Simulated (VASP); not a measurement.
Runs of VASP 6.6.1 on ZrS2. Symmetry: P-3m1, No. 164, trigonal system. Conventional cell: a = 3.674 Å, b = 3.674 Å, c = 5.857 Å, α = 90.00°, β = 90.00°, γ = 120.00°. Zr (site symmetry -3m) has 6 S at 2.57 Å within 3.4 Å. S (site symmetry 3m) has 3 Zr at 2.57 Å within 3.4 Å. 

```tsv
level	potentials or basis	k mesh	cutoff (eV)	gap on the mesh (eV)	pressure (GPa)	largest force (eV/Å)
PBE	VASP PAW PBE potentials, release 64 (Zr_sv, S)	6 × 6 × 2	500	0.88	1.4	0.03
PBE	VASP PAW PBE potentials, release 64 (Zr_sv, S)	6 × 6 × 4	500	0.88	1.3	0.04
r2SCAN	VASP PAW PBE potentials, release 64 (Zr_sv, S)	6 × 6 × 2	550	(b)	0.9	0.05
LDA	VASP PAW LDA potentials, release 64 (Zr_sv, S)	6 × 6 × 2	500	(a)	-3.9	0.27
```

Alike in all rows: task single point; no spin polarisation; cell as given; smearing gaussian 0.01 eV.

Task: Fill in the values left out.

Result: (a) 0.76; (b) 1.19.

Caveats: some runs use coarse meshes; this functional lacks dispersion, which binds the layers, so the pressure and a relaxed spacing across them are unreliable (at least some runs); the PAW data sets were made with another functional, which shifts forces and pressure a little (at least some runs).

A k mesh can miss the band edges, and the runs leave out spin-orbit coupling on Zr.
